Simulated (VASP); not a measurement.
A run of VASP 6.6.1:

INCAR

```
PREC = Accurate
ENCUT = 520
EDIFF = 1E-7
ISMEAR = -1
SIGMA = 0.08
LREAL = False
LASPH = True
NELM = 100
ALGO = Normal
ISIF = 2
LWAVE = False
LCHARG = True
LELF = True
LVHAR = True
NBANDS = 16
```

KPOINTS

```
Automatic mesh
0
Gamma
  12 12 12
```

File POSCAR:

```
GaSb
1.0
    0.0000000000      3.0590000000      3.0590000000
    3.0590000000      0.0000000000      3.0590000000
    3.0590000000      3.0590000000      0.0000000000
Ga Sb
1 1
Direct
    0.0000000000      0.0000000000      0.0000000000
    0.7500000000      0.7500000000      0.7500000000
```

Potentials or basis: VASP PAW LDA potentials, release 64 (Ga_d, Sb).

Command:

```console
$ cat potpaw_LDA.64/Ga_d/POTCAR potpaw_LDA.64/Sb/POTCAR > POTCAR
$ mpirun -np 1 vasp_std > vasp.out
```

Hardware: 1 thread of Intel(R) Xeon(R) Platinum 8488C (Sapphire Rapids), on a shared host.

Estimate the wall time of this run.

Run time: 37 s on 1 thread of Intel(R) Xeon(R) Platinum 8488C (Sapphire Rapids), with other jobs on the host, peak memory 0.2 GiB. Counts: scf iterations 12, k points 72.
